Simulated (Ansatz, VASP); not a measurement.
One calculation of AlFe3, two programs

Contents of POSCAR:

```
AlFe3
1.0
    0.0000000000      2.9196832124      2.9196832124
    2.9196832124      0.0000000000      2.9196832124
    2.9196832124      2.9196832124      0.0000000000
Al Fe
1 3
Direct
    0.0000000000      0.0000000000      0.0000000000
    0.5000000000      0.5000000000      0.5000000000
    0.2500000000      0.2500000000      0.2500000000
    0.7500000000      0.7500000000      0.7500000000
```

INCAR.step1

```
SYSTEM = AlFe3
PREC     = Accurate       ! precision mode
ENCUT    = 520            ! plane-wave cutoff, eV
ISMEAR   = 0              ! smearing method
SIGMA    = 0.1            ! smearing width, eV
LREAL    = .FALSE.        ! projectors in reciprocal space
LASPH    = .TRUE.         ! aspherical terms in the spheres
NELM     = 150            ! most SCF steps
ISPIN    = 2              ! spin polarisation
MAGMOM   = -0.13 2.9 2.89 2.89 ! initial moments
LMAXMIX  = 4              ! l up to which the mixer works
NBANDS   = 26             ! bands
GGA      = PE             ! functional
ALGO     = Normal         ! electronic algorithm
EDIFF    = 1E-4           ! SCF threshold, eV
LWAVE    = .TRUE.         ! write WAVECAR
LCHARG   = .FALSE.        ! write CHGCAR
```

INCAR.step2

```
SYSTEM = AlFe3
PREC     = Accurate       ! precision mode
ENCUT    = 520            ! plane-wave cutoff, eV
EDIFF    = 1E-6           ! SCF threshold, eV
ISMEAR   = 0              ! smearing method
SIGMA    = 0.1            ! smearing width, eV
LREAL    = .FALSE.        ! projectors in reciprocal space
LASPH    = .TRUE.         ! aspherical terms in the spheres
NELM     = 150            ! most SCF steps
ALGO     = Normal         ! electronic algorithm
ISIF     = 2              ! what is computed and relaxed
LWAVE    = .FALSE.        ! write WAVECAR
LCHARG   = .TRUE.         ! write CHGCAR
ISPIN    = 2              ! spin polarisation
MAGMOM   = -0.13 2.9 2.89 2.89 ! initial moments
LORBIT   = 11             ! projections on sites
LMAXMIX  = 4              ! l up to which the mixer works
METAGGA  = R2SCAN         ! meta-GGA
LMIXTAU  = .TRUE.       
LELF     = .TRUE.         ! ELF
LVHAR    = .TRUE.       
NBANDS   = 26             ! bands
ISTART   = 1
```

KPOINTS

```
Automatic mesh
0
G
  12 12 12
  0 0 0
```

Input for Ansatz:

```yaml
crystal:
  lattice:
    - [0.0, 2.9196831719, 2.9196831719]
    - [2.9196831719, 0.0, 2.9196831719]
    - [2.9196831719, 2.9196831719, 0.0]
  atoms:
    - { symbol: Al, position: [0.0, 0.0, 0.0], spin: -0.13 }
    - { symbol: Fe, position: [0.5, 0.5, 0.5], spin: 2.9 }
    - { symbol: Fe, position: [0.25, 0.25, 0.25], spin: 2.89 }
    - { symbol: Fe, position: [0.75, 0.75, 0.75], spin: 2.89 }
basis:
  ecutwfc: 500
kpoints:
  mp_grid: { grid: [12, 12, 12] }
hamiltonian:
  xc: r2scan
scf:
  occupations: { method: gaussian, width: 0.1 }
output:
  forces: true
  stress: true
  eigenvalues: true
  populations: true
magnetization:
  spin_polarized: true
```

Alike in both runs: task single point; functional r2SCAN; k mesh 12 × 12 × 12; occupations gaussian, width 0.1 eV; collinear spin.

```csv
,VASP,Ansatz
version,VASP 6.6.1,Ansatz 0.2.0
potentials or method,"VASP PAW PBE potentials, release 64 (Al, Fe), cutoff 520 eV","scalar-relativistic, plane waves, PAW"
valence electrons in the cell,27,51
```

Ansatz gave:

```
gap on the k mesh at the Fermi level (eV)                     : none
pressure (GPa)                                                : -3.8
net moment per atom (μB)                                      : 1.90
size of the moment on the site where the two differ most (μB) : 2.68
```

Question: What did VASP give for the same quantities?

Answer: gap on the k mesh at the Fermi level (eV): none; pressure (GPa): -4.4; net moment per atom (μB): 1.89; size of the moment on the site where the two differ most (μB): 2.63.

VASP's potentials were made for PBE, not for r2SCAN. Site moments also hang on the region over which each program counts them. A gap of «none» marks a metal or a gap that the smearing closes. The functional is the same, so the differences come from potentials, cutoffs and numerics. VASP's potentials hold 27 valence electrons a cell and Ansatz's 51, so a difference there can come from the potentials and not from the codes. Ansatz's warnings: stability check not made.
